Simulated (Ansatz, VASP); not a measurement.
**One calculation of CoSi2, two programs**

```
Co Si
1.0
     0.00000    2.64895    2.74262
     2.64895    0.00000    2.74262
     2.64895    2.64895    0.00000
Co Si
1 2
Cartesian
  0.0000 0.0000 0.0000
  1.3245 1.3245 1.2874
  3.9734 3.9734 4.1978
```

Change from the starting cell: mode 6 frozen in at -0.082 Å, strain +e along z and -e/2 along x and y +0.0233.

Alike in both runs: task single point; functional PBE; k mesh 12 × 12 × 12; occupations gaussian, width 0.15 eV; no spin polarisation.

|  | VASP | Ansatz |
| --- | --- | --- |
| version | VASP 6.6.1 | Ansatz 0.2.0 |
| potentials or method | VASP PAW PBE potentials, release 64 (Co, Si), cutoff 520 eV | scalar-relativistic, plane waves, PAW |
| valence electrons in the cell | 17 | 25 |

Ansatz gave:

* gap on the k mesh at the Fermi level (eV): none
* pressure (GPa): 1.1
* traceless stress, the component that is largest in VASP (GPa): 6.43
* rms of the force components (eV/Å): 0.396

Task: Which values does VASP return?

Result: gap on the k mesh at the Fermi level (eV): none; pressure (GPa): 0.9; traceless stress, the component that is largest in VASP (GPa): 6.41; rms of the force components (eV/Å): 0.394.

Atom by atom the forces differ by 0.002 eV/Å (rms over components). A gap of «none» marks a metal or a gap that the smearing closes. With one functional, cell and mesh, what is left measures potentials, basis and numerics. VASP's potentials hold 17 valence electrons a cell and Ansatz's 25, so a difference there can come from the potentials and not from the codes.
